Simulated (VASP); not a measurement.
The system is ZrB.

```
Zr B
1.0
     0.00000    2.34040    2.34040
     2.34040    0.00000    2.34040
     2.34040    2.34040    0.00000
Zr B
1 1
Direct
  0.00000 0.00000 0.00000
  0.50000 0.50000 0.50000
```

Base run:

- Program: VASP 6.6.1
- Functional: LDA
- Potentials or basis: VASP PAW LDA potentials, release 64 (Zr_sv, B)
- Cutoff: 520 eV
- k mesh: 10 × 10 × 10
- Occupations: fermi-dirac, width 0.05 eV
- Spin: no spin polarisation

Its results: pressure 20.4 GPa.

**Question.** The run is repeated on the same cell with these changes: functional from LDA to PBE; potentials or basis from VASP PAW LDA potentials, release 64 (Zr_sv, B) to VASP PAW PBE potentials, release 64 (Zr_sv, B). What comes out?

**Answer.** Pressure 29.3 GPa.
